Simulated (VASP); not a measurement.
# CoO (P6_3mc) in VASP: single point with PBE+U

Aim: the single point of CoO with PBE+U.

Program: VASP 6.6.1. These are calculated values, not measurements. Logs are shortened: lines on timing, memory, paths and dates and some standing lists are left out, and cuts for length are marked.

**1. The cell of the first run**

Symmetry: P6_3mc, No. 186, hexagonal system. Conventional cell: a = 3.286 Å, b = 3.286 Å, c = 5.296 Å, α = 90.00°, β = 90.00°, γ = 120.00°. Co (site symmetry 3m) has 4 O at 1.98 to 2.01 Å within 2.6 Å. O (site symmetry 3m) has 4 Co at 1.98 to 2.01 Å within 2.6 Å.

**2. Single point, PBE+U, collinear spin, antiferromagnetic start**

Contents of INCAR:

```
PREC = Accurate
ENCUT = 520
EDIFF = 1E-7
ISMEAR = 0
SIGMA = 0.05
LREAL = False
LASPH = True
NELM = 150
ALGO = Normal
ISIF = 2
LWAVE = False
LCHARG = True
ISPIN = 2
MAGMOM = -2.67 -2.67 2.67 2.67 0 0 0 0
LORBIT = 11
LMAXMIX = 4
LDAU = True
LDAUTYPE = 2
LDAUL = 2 -1
LDAUU = 3.32 0
LDAUJ = 0 0
LDAUPRINT = 1
GGA = PE
LELF = True
LVHAR = True
NBANDS = 44
```

Contents of KPOINTS:

```
regular mesh
0
Gamma
  9 9 3
```

Contents of POSCAR:

```
CoO
1.0
   -3.2860698174      0.0000000000      0.0000000000
   -1.6430349087     -2.8458199405      0.0000000000
    0.0000000000      0.0000000000     10.5922898689
Co O
4 4
Direct
    0.0000000000      0.0000000000      0.0002610451
    0.0000000000      0.0000000000      0.5002610451
    0.3333333333      0.3333333333      0.2502611359
    0.3333333333      0.3333333333      0.7502611359
    0.0000000000      0.0000000000      0.1872392158
    0.0000000000      0.0000000000      0.6872392158
    0.3333333333      0.3333333333      0.4372391031
    0.3333333333      0.3333333333      0.9372391031
```

Potentials or basis: VASP PAW PBE potentials, release 64 (Co, O).

Started as:

```console
$ cat potpaw_PBE.64/Co/POTCAR potpaw_PBE.64/O/POTCAR > POTCAR
$ mpirun -np 1 vasp_std > vasp.out
```

OUTCAR:

```text
PREC = Accurate
   ENCUT = 520
   EDIFF = 1E-7
   ISMEAR = 0
   LREAL = False
   LASPH = True
   NELM = 150
   ISIF = 2
   ISPIN = 2
   LORBIT = 11
   GGA = PE

 ion  position               nearest neighbor table
   1  0.000  0.000  0.000-   5 1.98   8 2.01   8 2.01   8 2.01
   2  0.000  0.000  0.500-   6 1.98   7 2.01   7 2.01   7 2.01
   3  0.333  0.333  0.250-   7 1.98   5 2.01   5 2.01   5 2.01
   4  0.333  0.333  0.750-   8 1.98   6 2.01   6 2.01   6 2.01
   5  0.000  0.000  0.187-   1 1.98   3 2.01   3 2.01   3 2.01
   6  0.000  0.000  0.687-   2 1.98   4 2.01   4 2.01   4 2.01
   7  0.333  0.333  0.437-   3 1.98   2 2.01   2 2.01   2 2.01
   8  0.333  0.333  0.937-   4 1.98   1 2.01   1 2.01   1 2.01
[... 7 lines left out ...]
 A1 = (   1.6430349087,   2.8458199405,   0.0000000000)
 A2 = (  -3.2860698174,   0.0000000000,   0.0000000000)
 A3 = (   0.0000000000,   0.0000000000,  10.5922898689)

Analysis of symmetry for initial positions (statically):
=====================================================================
 Subroutine PRICEL returns following result:

  LATTYP: Found a hexagonal cell.
 ALAT       =     3.2860698174
 C/A-ratio  =     1.6116958034
[... 12 lines left out ...]
 Subroutine GETGRP returns: Found 12 space group operations
 (whereof  6 operations were pure point group operations)
 out of a pool of 24 trial point group operations.

The static configuration has the point symmetry C_3v.
 The point group associated with its full space group is C_6v.

Analysis of symmetry for dynamics (positions and initial velocities):
=====================================================================
 Subroutine PRICEL returns following result:

  LATTYP: Found a hexagonal cell.
 ALAT       =     3.2860698174
 C/A-ratio  =     1.6116958034
[... 12 lines left out ...]
 Subroutine GETGRP returns: Found 12 space group operations
 (whereof  6 operations were pure point group operations)
 out of a pool of 24 trial point group operations.

The dynamic configuration has the point symmetry C_3v.
 The point group associated with its full space group is C_6v.

Analysis of structural, dynamic, and magnetic symmetry:
=====================================================================
 Subroutine PRICEL returns following result:

  LATTYP: Found a hexagonal cell.
 ALAT       =     3.2860698174
 C/A-ratio  =     1.6116958034
[... 12 lines left out ...]
 Subroutine GETGRP returns: Found 12 space group operations
 (whereof  6 operations were pure point group operations)
 out of a pool of 24 trial point group operations.

The overall configuration has the point symmetry C_3v.
 The point group associated with its full space group is C_6v.

 Subroutine INISYM returns: Found 12 space group operations
 (whereof  6 operations are pure point group operations),
 and found     2 'primitive' translations

----------------------------------------------------------------------------------------

                                     Primitive cell

  volume of cell :      49.5272

  direct lattice vectors                    reciprocal lattice vectors
     1.643034909  2.845819940  0.000000000     0.000000000  0.351392576  0.000000000
    -3.286069817  0.000000000  0.000000000    -0.304314898  0.175696288  0.000000000
     0.000000000  0.000000000  5.296144934     0.000000000  0.000000000  0.188816585

  length of vectors
     3.286069817  3.286069817  5.296144934     0.351392576  0.351392576  0.188816585

  position of ions in fractional coordinates (direct lattice)
     0.000000000  0.000000000  0.000522090
     0.666666667  0.333333333  0.500522272
     0.000000000  0.000000000  0.374478432
     0.666666667  0.333333333  0.874478206

  ion indices of the primitive-cell ions
   primitive index   ion index
                 1           1
                 2           4
                 3           5
                 4           8

----------------------------------------------------------------------------------------

 KPOINTS: regular mesh

Automatic generation of k-mesh.
 Grid dimensions read from file:
 generate k-points for:    9    9    3

 Generating k-lattice:

  Cartesian coordinates                     Fractional coordinates (reciprocal lattice)
    -0.033812766  0.019521810  0.000000000     0.111111111  0.000000000  0.000000000
     0.000000000 -0.039043620  0.000000000     0.000000000  0.111111111  0.000000000
     0.000000000  0.000000000  0.031469431     0.000000000  0.000000000  0.333333333
[... 50 lines left out ...]
   ISPIN  =      2    spin polarized calculation?
   LNONCOLLINEAR =      F non collinear calculations
   LSORBIT =      F    spin-orbit coupling
   LASPH  =      T    aspherical Exc in radial PAW
   ENCUT  =  520.0 eV  38.22 Ry    6.18 a.u.   6.11  6.11 19.69*2*pi/ulx,y,z
   NELM   =    150;   NELMIN=  2; NELMDL= -5     # of ELM steps
   EDIFF  = 0.1E-06   stopping-criterion for ELM
   LREAL  =      F    real-space projection
   EDIFFG = 0.1E-05   stopping-criterion for IOM
   NSW    =      0    number of steps for IOM
   IBRION =     -1    ionic relax: 0-MD 1-quasi-New 2-CG
   NFREE  =      0    steps in history (QN), initial steepest desc. (CG)
   ISIF   =      2    stress and relaxation
   ISYM   =      2    0-nonsym 1-usesym 2-fastsym
   POTIM  = 0.5000    time-step for ionic-motion
   TEBEG  =    0.0;   TEEND  =   0.0 temperature during run
   PSTRESS=    0.0 pullay stress
   NELECT =      60.0000    total number of electrons
   NUPDOWN=      -1.0000    fix difference up-down
   EMIN   =  10.00;   EMAX   =-10.00  energy-range for DOS
   EFERMI =   0.00;   METHOD = LEGACY
   ISMEAR =     0;   SIGMA  =   0.05  broadening in eV -4-tet -1-fermi 0-gaus
   EFERMI_NEDOS =   21; number of points for ismear=-14 and -15
   IALGO  =     38    algorithm
   IMIX   =      4    mixing-type and parameters
     AMIX     =   0.40;   BMIX     =  1.00
     AMIX_MAG =   1.60;   BMIX_MAG =  1.00
  volume/ion in A,a.u.               =      12.38        83.56
  Fermi-wavevector in a.u.,A,eV,Ry     =   1.385162  2.617577 26.105140  1.918674
  Thomas-Fermi vector in A             =   2.509598
   LORBIT       =     11    0 simple, 1 ext, 2 COOP (PROOUT), +10 PAW based schemes
 LDA+U is selected, type is set to LDAUTYPE =  2
   angular momentum for each species LDAUL =     2   -1
   U (eV)           for each species LDAUU =   3.3  0.0
   J (eV)           for each species LDAUJ =   0.0  0.0
   GGA     = PE    functional components
   LHFCALC =     F    Hartree Fock is set to
   AEXX    =    0.0000 exact exchange contribution
   IVDW    =     0    specifies the selected vdW correction
   LEPSILON=     F    determine dielectric tensor
   LRPA    =     F    only Hartree local field effects (RPA)
 spin polarized calculation
 Gauss-broadening in eV      SIGMA  =   0.05
  energy-cutoff  :      520.00
  volume of cell :       99.05
 maximum number of plane-waves:      2694
   NGX = 13   NGY = 13   NGZ = 39

 number of electron      60.0000000 magnetization      -0.0000000

atom =   1  type =  1  l = 2

 onsite density matrix

spin component  1
[... 116 lines left out ...]
  o =  0.1151  v =  0.0000  0.0000  0.0000  0.0000  0.0000 -0.8064  0.0000 -0.0000  0.5914 -0.0000      0.0000  0.0000  0.0000  0.0000  0.0000  0.0000  0.0000  0.0000  0.0000  0.0000
  o =  0.1151  v =  0.0000  0.0000  0.0000  0.0000  0.0000  0.0000  0.5914  0.0000 -0.0000 -0.8064      0.0000  0.0000  0.0000  0.0000  0.0000  0.0000  0.0000  0.0000  0.0000  0.0000
  o =  0.1324  v =  0.0000  0.0000  0.0000  0.0000  0.0000  0.0000  0.0000 -1.0000 -0.0000 -0.0000      0.0000  0.0000  0.0000  0.0000  0.0000  0.0000  0.0000  0.0000  0.0000  0.0000
  o =  0.9583  v =  0.0000  0.0000  0.0000  0.0000  0.0000  0.5914  0.0000 -0.0000  0.8064 -0.0000      0.0000  0.0000  0.0000  0.0000  0.0000  0.0000  0.0000  0.0000  0.0000  0.0000
  o =  0.9583  v =  0.0000  0.0000  0.0000  0.0000  0.0000  0.0000 -0.8064 -0.0000 -0.0000 -0.5914      0.0000  0.0000  0.0000  0.0000  0.0000  0.0000  0.0000  0.0000  0.0000  0.0000
  o =  0.9658  v =  0.5102  0.0000 -0.0000  0.8600  0.0000  0.0000  0.0000  0.0000  0.0000  0.0000      0.0000  0.0000  0.0000  0.0000  0.0000  0.0000  0.0000  0.0000  0.0000  0.0000
  o =  0.9658  v =  0.0000  0.8600 -0.0000 -0.0000  0.5102  0.0000  0.0000  0.0000  0.0000  0.0000      0.0000  0.0000  0.0000  0.0000  0.0000  0.0000  0.0000  0.0000  0.0000  0.0000
  o =  0.9837  v =  0.0000 -0.0000 -1.0000 -0.0000  0.0000  0.0000  0.0000  0.0000  0.0000  0.0000      0.0000  0.0000  0.0000  0.0000  0.0000  0.0000  0.0000  0.0000  0.0000  0.0000
  o =  0.9845  v = -0.8600  0.0000 -0.0000  0.5102  0.0000  0.0000  0.0000  0.0000  0.0000  0.0000      0.0000  0.0000  0.0000  0.0000  0.0000  0.0000  0.0000  0.0000  0.0000  0.0000
  o =  0.9845  v =  0.0000 -0.5102  0.0000 -0.0000  0.8600  0.0000  0.0000  0.0000  0.0000  0.0000      0.0000  0.0000  0.0000  0.0000  0.0000  0.0000  0.0000  0.0000  0.0000  0.0000

 number of electron      59.9999982 magnetization       0.0000000

 Free energy of the ion-electron system (eV)
  ---------------------------------------------------
  ext. energy  EPLUGINS =         0.00000000
  ---------------------------------------------------
  free energy    TOTEN  =       -48.86569558 eV

  energy without entropy =      -48.86569558  energy(sigma->0) =      -48.86569558

 E-fermi :   4.6763     XC(G=0): -10.6710

 val. band max:        4.4524678828   @ k =   0.0000   0.0000   0.0000
 cond. band min:       5.6537572278   @ k =   0.0000   0.0000   0.0000
 fundamental gap:      1.2012893450
 Fermi energy:         4.6762769646

 spin component 1

 k-point     1 :       0.0000    0.0000    0.0000
  band No.  band energies     occupation
      1     -13.6863      1.00000
      2     -13.4741      1.00000
      3     -13.3007      1.00000
      4     -13.0848      1.00000
      5      -1.4395      1.00000
      6      -1.1180      1.00000
[... 1069 lines left out ...]
     41      13.3409      0.00000
     42      13.3885      0.00000
 Fermi energy:         4.6762769646

 spin component 2

 k-point     1 :       0.0000    0.0000    0.0000
  band No.  band energies     occupation
      1     -13.6863      1.00000
      2     -13.4741      1.00000
      3     -13.3007      1.00000
      4     -13.0848      1.00000
      5      -1.4394      1.00000
      6      -1.1179      1.00000
[... 1069 lines left out ...]
     41      13.3409      0.00000
     42      13.3885      0.00000
 [bands above 42 left out]

------------------------ aborting loop because EDIFF is reached ----------------------------------------

  FORCE on cell =-STRESS in cart. coord.  units (eV):
  Direction    XX          YY          ZZ          XY          YZ          ZX
  --------------------------------------------------------------------------------------
  -------------------------------------------------------------------------------------
  Total       -1.0014005     -1.0014005     -1.1255347      0.0000000      0.0000000      0.0000000
  in kB      -16.1973637    -16.1973637    -18.2051988      0.0000000      0.0000000      0.0000000
  external PRESSURE =     -16.8666421 kB  Pullay stress =       0.0000000 kB

 VOLUME and BASIS-vectors are now :
 -----------------------------------------------------------------------------
  energy-cutoff  :      520.00
  volume of cell :       99.05
      direct lattice vectors                 reciprocal lattice vectors
    -3.286069817  0.000000000  0.000000000    -0.304314898  0.175696288  0.000000000
    -1.643034909 -2.845819941  0.000000000     0.000000000 -0.351392576  0.000000000
     0.000000000  0.000000000 10.592289869     0.000000000  0.000000000  0.094408292

 POSITION                                       TOTAL-FORCE (eV/Angst)
 -----------------------------------------------------------------------------------
      0.00000      0.00000      0.00277        -0.000000     -0.000000     -0.009371
      0.00000      0.00000      5.29891        -0.000000     -0.000000     -0.009371
     -1.64303     -0.94861      2.65084         0.000000      0.000000     -0.009371
     -1.64303     -0.94861      7.94698         0.000000      0.000000     -0.009371
      0.00000      0.00000      1.98329        -0.000000      0.000000      0.009371
      0.00000      0.00000      7.27944        -0.000000      0.000000      0.009371
     -1.64303     -0.94861      4.63136         0.000000      0.000000      0.009371
     -1.64303     -0.94861      9.92751         0.000000      0.000000      0.009371
 -----------------------------------------------------------------------------------
    total drift:                               -0.000001     -0.000001      0.000306

  FREE ENERGIE OF THE ION-ELECTRON SYSTEM (eV)
  ---------------------------------------------------
  free  energy   TOTEN  =       -48.8656955762 eV

  energy  without entropy=      -48.8656955762  energy(sigma->0) =      -48.86569558

 total charge

# of ion       s       p       d       tot
------------------------------------------
    1        0.337   0.396   7.139   7.873
    2        0.337   0.396   7.139   7.873
    3        0.337   0.396   7.139   7.873
    4        0.337   0.396   7.139   7.873
    5        1.546   3.455   0.000   5.001
    6        1.546   3.455   0.000   5.001
    7        1.546   3.455   0.000   5.001
    8        1.546   3.455   0.000   5.001
--------------------------------------------------
tot          7.533  15.404  28.558  51.495

 magnetization (x)

# of ion       s       p       d       tot
------------------------------------------
    1       -0.015  -0.039  -2.604  -2.658
    2       -0.015  -0.039  -2.604  -2.658
    3        0.015   0.039   2.604   2.658
    4        0.015   0.039   2.604   2.658
    5        0.007   0.078   0.000   0.085
    6        0.007   0.078   0.000   0.085
    7       -0.007  -0.078   0.000  -0.085
    8       -0.007  -0.078   0.000  -0.085
--------------------------------------------------
tot          0.000   0.000  -0.000  -0.000
```

Run time: 6.3 min. Hardware: 1 thread of AMD EPYC 7R43 (Zen 3), shared host; peak memory 0.28 GiB.

Results:

```yaml
Free_energy: -48.8657 eV
Pressure: -1.7 GPa
Largest_force: 0.009 eV/Å
Band_gap_on_the_k_mesh: 1.20 eV
Net_moment: 0.00 μB per cell
Site_moments: Co -2.66, +2.66 (each value once); O +0.09, -0.09 (each value once) μB
Valence_electrons_inside_the_program's_atomic_spheres: Co 7.87; O 5.00
```

Forces on the atoms (eV/Å):
```
Co   0.000  0.000 -0.009
Co   0.000  0.000 -0.009
Co   0.000  0.000 -0.009
Co   0.000  0.000 -0.009
O    0.000  0.000  0.009
O    0.000  0.000  0.009
O    0.000  0.000  0.009
O    0.000  0.000  0.009
```

Stress tensor (GPa, compression positive):
```
-1.62  0.00  0.00
 0.00 -1.62  0.00
 0.00  0.00 -1.82
```

Eigenvalues of the final occupation matrices:
| site | spin | trace | eigenvalues |
| --- | --- | --- | --- |
| site 1 d | 1 | 2.28 | 0.12 0.12 0.13 0.96 0.96 |
| site 1 d | 2 | 4.88 | 0.97 0.97 0.98 0.98 0.98 |
| site 2 d | 1 | 2.28 | 0.12 0.12 0.13 0.96 0.96 |
| site 2 d | 2 | 4.88 | 0.97 0.97 0.98 0.98 0.98 |
| site 3 d | 1 | 4.88 | 0.97 0.97 0.98 0.98 0.98 |
| site 3 d | 2 | 2.28 | 0.12 0.12 0.13 0.96 0.96 |
| site 4 d | 1 | 4.88 | 0.97 0.97 0.98 0.98 0.98 |
| site 4 d | 2 | 2.28 | 0.12 0.12 0.13 0.96 0.96 |

Caveat: an odd mesh through Γ misses points on the zone boundary, where band edges can lie.
